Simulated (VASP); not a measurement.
# Sr4Ti4H3NO12 in VASP: a series of runs

Sr4Ti4H3NO12 is run at these levels: LDA; tasks: single point.

Everything below comes from runs of VASP 6.6.1. Logs are shortened: lines on timing, memory, paths and dates and some standing lists are left out, and cuts for length are marked.

**1. The cell of the first run**

The cell holds a slab with vacuum, 24 atoms: a = 5.514 Å, b = 7.798 Å, c = 17.136 Å, α = 90.00°, β = 90.00°, γ = 90.00°.

**2. Single point, LDA**

INCAR reads:

```
SYSTEM = Sr4Ti4H3NO12
  PREC = Accurate
  ENCUT = 520
  EDIFF = 1E-6
  ISMEAR = 0
  SIGMA = 0.05
  LREAL = Auto
  LASPH = .True.
  NELM = 100
  ALGO = Normal
  ISIF = 2
  LWAVE = .False.
  LCHARG = .False.
  NBANDS = 102
```

KPOINTS reads:

```
regular mesh
0
Gamma
  2 2 1
  0 0 0
```

POSCAR reads:

```
Sr4Ti4H3NO12
1.0
    5.5140190000      0.0000000000      0.0000000000
    0.0000000000      7.7980000000      0.0000000000
    0.0000000000      0.0000000000     17.1355140000
Sr Ti O N H
4 4 12 1 3
Direct
    0.4999999093      0.2500000000      0.0583583311
   -0.1065732635      0.2526888946      0.2622204388
    0.4999999093      0.7500000000      0.0583583311
   -0.1075172211      0.7506655553      0.2483811691
    0.0000000000      0.0000000000      0.0583583311
    0.4360967926      0.0008986920      0.2151887011
    0.0000000000      0.5000000000      0.0583583311
    0.4360596146      0.5000623237      0.2146595077
    0.3019527136      0.0006037445      0.0896598725
    0.7539767273     -0.0024684534      0.1197849099
    0.0000000000      0.2500000000      0.0583583311
    0.6436201979     -0.0049742242      0.2917953906
    0.1442329089      0.0014239549      0.2526420859
    0.4798859054      0.2500839959      0.1902872595
    0.3019810051      0.4994923057      0.0897411656
    0.7538936663      0.5024961529      0.1197364141
    0.0000000000      0.7500000000      0.0583583311
    0.6452718063      0.5071965889      0.2900720107
    0.1452798766      0.5009601180      0.2532210589
    0.4679642925      0.7508252116      0.1884209018
   -0.1085496804      0.2230748910      0.4151216590
   -0.2591984177      0.1497362144      0.4020399388
    0.0054111166      0.1504104899      0.4482111246
   -0.1587208894      0.3301282380      0.4453155009
```

Potentials or basis: VASP PAW LDA potentials, release 64 (Sr_sv, Ti_sv, O, N, H).

Launch:

```sh
$ cat potpaw_LDA.64/Sr_sv/POTCAR potpaw_LDA.64/Ti_sv/POTCAR potpaw_LDA.64/O/POTCAR potpaw_LDA.64/N/POTCAR potpaw_LDA.64/H/POTCAR > POTCAR
$ mpirun -np 1 vasp_std > vasp.out
```

OUTCAR:

```text
SYSTEM = Sr4Ti4H3NO12
   PREC = Accurate
   ENCUT = 520
   EDIFF = 1E-6
   ISMEAR = 0
   LREAL = Auto
   LASPH = .True.
   NELM = 100
   ISIF = 2

 ion  position               nearest neighbor table
   1  0.500  0.250  0.058-  14 2.26   9 2.29  15 2.29  16 2.63  10 2.64  11 2.76  11 2.76   8 3.33
                             6 3.33   7 3.38   5 3.38   7 3.38   5 3.38   3 3.90   3 3.90   2 4.11
   2  0.893  0.253  0.262-  19 2.39  13 2.40  18 2.46  12 2.49  14 2.59  21 2.63  22 2.66  16 3.22
                            10 3.24   8 3.28   6 3.30  14 3.46  11 3.54   8 3.65   6 3.67   4 3.89
   3  0.500  0.750  0.058-  20 2.24  15 2.30   9 2.30  16 2.61  10 2.61  17 2.76  17 2.76   8 3.33
                             6 3.34   7 3.38   5 3.38   7 3.38   5 3.38   1 3.90   1 3.90   4 3.91
   4  0.892  0.751  0.248-  19 2.40  13 2.40  18 2.44  12 2.46  20 2.56  10 3.02  16 3.03   6 3.23
                             8 3.24  17 3.31  20 3.34   6 3.62   8 3.62   5 3.84   7 3.84   2 3.89
   5  0.000  0.000  0.058-  10 1.72   9 1.75  11 1.95  17 1.95   1 3.38   3 3.38   1 3.38   3 3.38
                             4 3.84
   6  0.436  0.001  0.215-  13 1.73  12 1.74  14 2.00  20 2.01   9 2.27  10 2.40   4 3.23   2 3.30
                             1 3.33   3 3.34   4 3.62   2 3.67
   7  0.000  0.500  0.058-  16 1.72  15 1.75  11 1.95  17 1.95   1 3.38   3 3.38   1 3.38   3 3.38
                             4 3.84
   8  0.436  0.500  0.215-  18 1.73  19 1.73  14 2.01  20 2.01  15 2.26  16 2.39   4 3.24   2 3.28
                             3 3.33   1 3.33   4 3.62   2 3.65
   9  0.302  0.001  0.090-   5 1.75   6 2.27   1 2.29   3 2.30
  10  0.754  0.998  0.120-   5 1.72   6 2.40   3 2.61   1 2.64   4 3.02   2 3.24
  11  0.000  0.250  0.058-   5 1.95   7 1.95   1 2.76   1 2.76   2 3.54
  12  0.644  0.995  0.292-   6 1.74   4 2.46   2 2.49
  13  0.144  0.001  0.253-   6 1.73   4 2.40   2 2.40
  14  0.480  0.250  0.190-   6 2.00   8 2.01   1 2.26   2 2.59   2 3.46
  15  0.302  0.499  0.090-   7 1.75   8 2.26   1 2.29   3 2.30
  16  0.754  0.502  0.120-   7 1.72   8 2.39   3 2.61   1 2.63   4 3.03   2 3.22
  17  0.000  0.750  0.058-   5 1.95   7 1.95   3 2.76   3 2.76   4 3.31
  18  0.645  0.507  0.290-   8 1.73   4 2.44   2 2.46
  19  0.145  0.501  0.253-   8 1.73   2 2.39   4 2.40
  20  0.468  0.751  0.188-   6 2.01   8 2.01   3 2.24   4 2.56   4 3.34
  21  0.891  0.223  0.415-  23 1.02  24 1.02  22 1.03   2 2.63
  22  0.741  0.150  0.402-  21 1.03   2 2.66
  23  0.005  0.150  0.448-  21 1.02
  24  0.841  0.330  0.445-  21 1.02

  LATTYP: Found a simple orthorhombic cell.
 ALAT       =     5.5140190000
 B/A-ratio  =     1.4142134802
 C/A-ratio  =     3.1076269414

  Lattice vectors:

 A1 = (   5.5140190000,   0.0000000000,   0.0000000000)
 A2 = (   0.0000000000,   7.7980000000,   0.0000000000)
 A3 = (   0.0000000000,   0.0000000000,  17.1355140000)

Analysis of symmetry for initial positions (statically):
=====================================================================
 Subroutine PRICEL returns:
 Original cell was already a primitive cell.

 Routine SETGRP: Setting up the symmetry group for a
 simple orthorhombic supercell.

 Subroutine GETGRP returns: Found  1 space group operations
 (whereof  1 operations were pure point group operations)
 out of a pool of  8 trial point group operations.

The static configuration has the point symmetry C_1 .

Analysis of symmetry for dynamics (positions and initial velocities):
=====================================================================
 Subroutine PRICEL returns:
 Original cell was already a primitive cell.

 Routine SETGRP: Setting up the symmetry group for a
 simple orthorhombic supercell.

 Subroutine GETGRP returns: Found  1 space group operations
 (whereof  1 operations were pure point group operations)
 out of a pool of  8 trial point group operations.

The dynamic configuration has the point symmetry C_1 .

 Subroutine INISYM returns: Found  1 space group operations
 (whereof  1 operations are pure point group operations),
 and found     1 'primitive' translations

----------------------------------------------------------------------------------------

                                     Primitive cell

  volume of cell :     736.7983

  direct lattice vectors                    reciprocal lattice vectors
     5.514019000  0.000000000  0.000000000     0.181355922  0.000000000  0.000000000
     0.000000000  7.798000000  0.000000000     0.000000000  0.128238010  0.000000000
     0.000000000  0.000000000 17.135514000     0.000000000  0.000000000  0.058358331

  length of vectors
     5.514019000  7.798000000 17.135514000     0.181355922  0.128238010  0.058358331

  position of ions in fractional coordinates (direct lattice)
     0.499999909  0.250000000  0.058358331
     0.893426736  0.252688895  0.262220439
     0.499999909  0.750000000  0.058358331
     0.892482779  0.750665555  0.248381169
     0.000000000  0.000000000  0.058358331
     0.436096793  0.000898692  0.215188701
[... 16 lines left out ...]
     0.005411117  0.150410490  0.448211125
     0.841279111  0.330128238  0.445315501

  ion indices of the primitive-cell ions
   primitive index   ion index
                 1           1
                 2           2
                 3           3
                 4           4
                 5           5
                 6           6
[... 16 lines left out ...]
                23          23
                24          24

----------------------------------------------------------------------------------------

 KPOINTS: regular mesh

Automatic generation of k-mesh.
 Grid dimensions read from file:
 generate k-points for:    2    2    1

 Generating k-lattice:

  Cartesian coordinates                     Fractional coordinates (reciprocal lattice)
     0.090677961  0.000000000  0.000000000     0.500000000  0.000000000  0.000000000
     0.000000000  0.064119005  0.000000000     0.000000000  0.500000000  0.000000000
     0.000000000  0.000000000  0.058358331     0.000000000  0.000000000  1.000000000

  Length of vectors
     0.090677961  0.064119005  0.058358331

  Shift w.r.t. Gamma in fractional coordinates (k-lattice)
     0.000000000  0.000000000  0.000000000

 Subroutine IBZKPT returns following result:
 ===========================================

 Found      4 irreducible k-points:

 Following reciprocal coordinates:
            Coordinates               Weight
  0.000000  0.000000  0.000000      1.000000
  0.500000  0.000000  0.000000      1.000000
  0.000000  0.500000  0.000000      1.000000
  0.500000  0.500000  0.000000      1.000000
   k-points           NKPTS =      4   k-points in BZ     NKDIM =      4   number of bands    NBANDS=    102
   number of dos      NEDOS =    301   number of ions     NIONS =     24
   total plane-waves  NPLWV = 322560
   dimension x,y,z NGX =    42 NGY =   60 NGZ =  128
   dimension x,y,z NGXF=    84 NGYF=  120 NGZF=  256
   ions per type =               4   4  12   1   3
   NGX,Y,Z   is equivalent  to a cutoff of  12.66, 12.79, 12.42 a.u.
   NGXF,Y,Z  is equivalent  to a cutoff of  25.33, 25.58, 24.84 a.u.
 SYSTEM =  Sr4Ti4H3NO12
   PREC   = accura    normal or accurate (medium, high low for compatibility)
   ISTART =      0    job   : 0-new  1-cont  2-samecut
   ICHARG =      2    charge: 1-file 2-atom 10-const
   ISPIN  =      1    spin polarized calculation?
   LNONCOLLINEAR =      F non collinear calculations
   LSORBIT =      F    spin-orbit coupling
   LASPH  =      T    aspherical Exc in radial PAW
   ENCUT  =  520.0 eV  38.22 Ry    6.18 a.u.  10.25 14.50 31.86*2*pi/ulx,y,z
   NELM   =    100;   NELMIN=  2; NELMDL= -5     # of ELM steps
   EDIFF  = 0.1E-05   stopping-criterion for ELM
   LREAL  =      T    real-space projection
   EDIFFG = 0.1E-04   stopping-criterion for IOM
   NSW    =      0    number of steps for IOM
   IBRION =     -1    ionic relax: 0-MD 1-quasi-New 2-CG
   NFREE  =      0    steps in history (QN), initial steepest desc. (CG)
   ISIF   =      2    stress and relaxation
   ISYM   =      2    0-nonsym 1-usesym 2-fastsym
   POTIM  = 0.5000    time-step for ionic-motion
   TEBEG  =    0.0;   TEEND  =   0.0 temperature during run
   PSTRESS=    0.0 pullay stress
   NELECT =     168.0000    total number of electrons
   NUPDOWN=      -1.0000    fix difference up-down
   EMIN   =  10.00;   EMAX   =-10.00  energy-range for DOS
   EFERMI =   0.00;   METHOD = LEGACY
   ISMEAR =     0;   SIGMA  =   0.05  broadening in eV -4-tet -1-fermi 0-gaus
   EFERMI_NEDOS =   21; number of points for ismear=-14 and -15
   IALGO  =     38    algorithm
   IMIX   =      4    mixing-type and parameters
     AMIX     =   0.40;   BMIX     =  1.00
     AMIX_MAG =   1.60;   BMIX_MAG =  1.00
  volume/ion in A,a.u.               =      30.70       207.17
  Fermi-wavevector in a.u.,A,eV,Ry     =   1.000142  1.889995 13.609694  1.000284
  Thomas-Fermi vector in A             =   2.132479
   LORBIT       =      0    0 simple, 1 ext, 2 COOP (PROOUT), +10 PAW based schemes
   GGA     = CA    functional components
   LHFCALC =     F    Hartree Fock is set to
   AEXX    =    0.0000 exact exchange contribution
   IVDW    =     0    specifies the selected vdW correction
   LEPSILON=     F    determine dielectric tensor
   LRPA    =     F    only Hartree local field effects (RPA)
 non-spin polarized calculation
 Gauss-broadening in eV      SIGMA  =   0.05
  energy-cutoff  :      520.00
  volume of cell :      736.80
 maximum number of plane-waves:     19844
 NGX is ok and might be reduce to    42
   NGX = 21   NGY = 29   NGZ = 63

 number of electron     168.0000005 magnetization

 Free energy of the ion-electron system (eV)
  ---------------------------------------------------
  ext. energy  EPLUGINS =         0.00000000
  ---------------------------------------------------
  free energy    TOTEN  =      -186.07431522 eV

  energy without entropy =     -186.07313245  energy(sigma->0) =     -186.07372384

 E-fermi :  -1.1000     XC(G=0):  -5.1544

 val. band max:       -1.1793348669   @ k =   0.0000   0.5000   0.0000
 cond. band min:      -1.0211614124   @ k =   0.0000   0.0000   0.0000
 fundamental gap:      0.1581734545
 Fermi energy:        -1.1000262482

 k-point     1 :       0.0000    0.0000    0.0000
  band No.  band energies     occupation
      1     -57.6766      2.00000
      2     -57.6727      2.00000
      3     -55.5889      2.00000
      4     -55.5508      2.00000
      5     -34.6059      2.00000
      6     -34.5975      2.00000
[... 88 lines left out ...]
     95       2.2766      0.00000
     96       2.3200      0.00000

 k-point     2 :       0.5000    0.0000    0.0000
  band No.  band energies     occupation
      1     -57.6766      2.00000
      2     -57.6727      2.00000
      3     -55.5889      2.00000
      4     -55.5508      2.00000
      5     -34.6691      2.00000
      6     -34.5995      2.00000
[... 88 lines left out ...]
     95       2.7931      0.00000
     96       2.9320      0.00000

 k-point     3 :       0.0000    0.5000    0.0000
  band No.  band energies     occupation
      1     -57.6764      2.00000
      2     -57.6729      2.00000
      3     -55.5889      2.00000
      4     -55.5508      2.00000
      5     -34.6035      2.00000
      6     -34.5998      2.00000
[... 88 lines left out ...]
     95       2.7153      0.00000
     96       2.9598      0.00000

 k-point     4 :       0.5000    0.5000    0.0000
  band No.  band energies     occupation
      1     -57.6764      2.00000
      2     -57.6729      2.00000
      3     -55.5889      2.00000
      4     -55.5508      2.00000
      5     -34.6415      2.00000
      6     -34.6326      2.00000
[... 88 lines left out ...]
     95       2.3818      0.00000
     96       2.3853      0.00000
 [bands above 96 left out]

------------------------ aborting loop because EDIFF is reached ----------------------------------------

  FORCE on cell =-STRESS in cart. coord.  units (eV):
  Direction    XX          YY          ZZ          XY          YZ          ZX
  --------------------------------------------------------------------------------------
  -------------------------------------------------------------------------------------
  Total       12.6790020      1.2680236      1.3588246     -0.0390831     -0.5619155     -0.6930423
  in kB       27.5706515      2.7573334      2.9547814     -0.0849866     -1.2218925     -1.5070293
  external PRESSURE =      11.0942554 kB  Pullay stress =       0.0000000 kB

 VOLUME and BASIS-vectors are now :
 -----------------------------------------------------------------------------
  energy-cutoff  :      520.00
  volume of cell :      736.80
      direct lattice vectors                 reciprocal lattice vectors
     5.514019000  0.000000000  0.000000000     0.181355922  0.000000000  0.000000000
     0.000000000  7.798000000  0.000000000     0.000000000  0.128238010  0.000000000
     0.000000000  0.000000000 17.135514000     0.000000000  0.000000000  0.058358331

 POSITION                                       TOTAL-FORCE (eV/Angst)
 -----------------------------------------------------------------------------------
      2.75701      1.94950      1.00000         0.603437     -0.005352      1.225887
      4.92637      1.97047      4.49328         0.060054      0.000464     -0.020224
      2.75701      5.84850      1.00000         0.490184      0.019824      0.976352
      4.92117      5.85369      4.25614         0.011553      0.019267      0.055399
      0.00000      0.00000      1.00000        -0.211623      0.054175      1.405780
      2.40465      0.00701      3.68737         0.086195      0.026493     -0.168755
[... 16 lines left out ...]
      0.02984      1.17290      7.68033         0.141497     -0.051297     -0.006893
      4.63883      2.57434      7.63071        -0.075932      0.059169     -0.039360
 -----------------------------------------------------------------------------------
    total drift:                               -0.000305      0.001722     -0.014469

  FREE ENERGIE OF THE ION-ELECTRON SYSTEM (eV)
  ---------------------------------------------------
  free  energy   TOTEN  =      -186.0743152194 eV

  energy  without entropy=     -186.0731324531  energy(sigma->0) =     -186.07372384
```

Wall time 21 min (1 thread of Intel Xeon Platinum 8488C (Sapphire Rapids), shared host); peak memory 0.66 GiB.

Results:

| Quantity | Value |
| --- | --- |
| Free energy | -186.0743 eV |
| Largest force | 3.059 eV/Å |
| Band gap on the k mesh | 0.16 eV (least direct gap 0.27 eV) |

Forces in eV/Å, atoms in the order of the input:
```
Sr   0.603 -0.005  1.226
Sr   0.060  0.000 -0.020
Sr   0.490  0.020  0.976
Sr   0.012  0.019  0.055
Ti  -0.212  0.054  1.406
Ti   0.086  0.026 -0.169
Ti  -0.215 -0.049  1.397
Ti   0.081 -0.005 -0.203
O    0.085 -0.002  0.097
O   -0.150  0.012  0.216
O   -0.348  0.011 -3.039
O    0.086  0.084  0.267
O   -0.118 -0.022  0.108
O   -0.040  0.008  0.070
O    0.086  0.006  0.094
O   -0.158 -0.006  0.206
O   -0.189 -0.007 -3.012
O    0.104 -0.031  0.234
O   -0.115  0.040  0.084
O    0.035  0.017  0.136
N   -0.224 -0.101 -0.123
H   -0.028 -0.077  0.040
H    0.141 -0.051 -0.007
H   -0.076  0.059 -0.039
```

Caveat: the k points lie up to 0.57 Å⁻¹ apart; there is no dipole correction, which matters where the two faces differ; semilocal functionals underestimate gaps, and a narrow one can read as zero.

**3. Single point, LDA**

INCAR reads:

```
SYSTEM = Sr4Ti4H3NO12
PREC = Accurate
ENCUT = 520
EDIFF = 1E-6
ISMEAR = 0
SIGMA = 0.05
LREAL = Auto
LASPH = .True.
NELM = 100
ALGO = Normal
ISIF = 2
LWAVE = .False.
LCHARG = .False.
GGA = CA
NBANDS = 102
```

KPOINTS reads:

```
Automatic mesh
0
Gamma
  2 2 1
  0 0 0
```

POSCAR reads:

```
Sr4Ti4H3NO12
1.0
    5.5140190000      0.0000000000      0.0000000000
    0.0000000000      7.7980000000      0.0000000000
    0.0000000000      0.0000000000     17.1355140000
Sr Ti O N H
4 4 12 1 3
Direct
    0.4999999093      0.2500000000      0.0583583311
   -0.1077785550      0.2536783791      0.2646332056
    0.4999999093      0.7500000000      0.0583583311
   -0.1072074652      0.7503116184      0.2487974974
    0.0000000000      0.0000000000      0.0583583311
    0.4356555536      0.0008992049      0.2156322244
    0.0000000000      0.5000000000      0.0583583311
    0.4362674485      0.4999190818      0.2148667382
    0.3017590255      0.0005961785      0.0899893636
    0.7545077375     -0.0025916902      0.1199023268
    0.0000000000      0.2500000000      0.0583583311
    0.6425726861     -0.0063475250      0.2926489395
    0.1441872072      0.0018158502      0.2532294625
    0.4809470189      0.2497718646      0.1906329159
    0.3019013899      0.4994688382      0.0899412180
    0.7540895307      0.5025665555      0.1197876527
    0.0000000000      0.7500000000      0.0583583311
    0.6451203741      0.5075551423      0.2902795913
    0.1457399766      0.5006733778      0.2536739196
    0.4683578348      0.7509505001      0.1886224714
   -0.1290496097      0.1907719928      0.4149427907
   -0.2561311450      0.1044720441      0.3934685006
    0.0007905305      0.1240729674      0.4445224695
   -0.2090812527      0.2772404463      0.4515128639
```

Potentials or basis: VASP PAW LDA potentials, release 64 (Sr_sv, Ti_sv, O, N, H).

Launch:

```sh
$ cat potpaw_LDA.64/Sr_sv/POTCAR potpaw_LDA.64/Ti_sv/POTCAR potpaw_LDA.64/O/POTCAR potpaw_LDA.64/N/POTCAR potpaw_LDA.64/H/POTCAR > POTCAR
$ mpirun -np 1 vasp_std > vasp.out
```

It took 20 min on 1 thread of Intel Xeon Platinum 8488C (Sapphire Rapids), shared host; peak memory 0.66 GiB.

Results (log left out):

```
Free energy            : -186.1538 eV
Largest force          : 3.086 eV/Å
Band gap on the k mesh : 0.16 eV (least direct gap 0.26 eV)
```

Forces in eV/Å, atoms in the order of the input:
```
Sr   0.601 -0.016  1.291
Sr   0.043 -0.002 -0.014
Sr   0.482  0.026  1.025
Sr   0.015  0.021  0.035
Ti  -0.199  0.064  1.429
Ti   0.084  0.026 -0.168
Ti  -0.209 -0.058  1.422
Ti   0.064 -0.001 -0.221
O    0.078  0.000  0.101
O   -0.157  0.006  0.206
O   -0.346  0.014 -3.066
O    0.075  0.050  0.254
O   -0.126 -0.006  0.108
O   -0.023  0.006  0.070
O    0.085  0.004  0.094
O   -0.164 -0.002  0.191
O   -0.180 -0.013 -3.030
O    0.102 -0.008  0.208
O   -0.121  0.032  0.078
O    0.018  0.017  0.121
N   -0.096 -0.051 -0.043
H   -0.060 -0.102 -0.034
H    0.093 -0.026 -0.015
H   -0.059  0.020 -0.043
```

Levels at points of the mesh, in eV from the valence-band top:
```csv
k point,band 81,band 82,band 83,band 84,band 85,band 86,band 87,band 88
"(0.00, 0.00, 0.00)",-0.41,-0.20,-0.15,-0.11,0.16,0.75,1.54,2.22
"(0.50, 0.00, 0.00)",-0.31,-0.16,-0.12,-0.11,0.91,1.10,1.33,1.61
"(0.00, 0.50, 0.00)",-0.51,-0.44,-0.06,0.00,0.46,0.46,2.10,2.10
"(0.50, 0.50, 0.00)",-0.40,-0.34,-0.13,-0.07,0.86,0.86,1.75,1.75
```

Caveat: the k points lie up to 0.57 Å⁻¹ apart; there is no dipole correction, which matters where the two faces differ; semilocal functionals underestimate gaps, and a narrow one can read as zero.
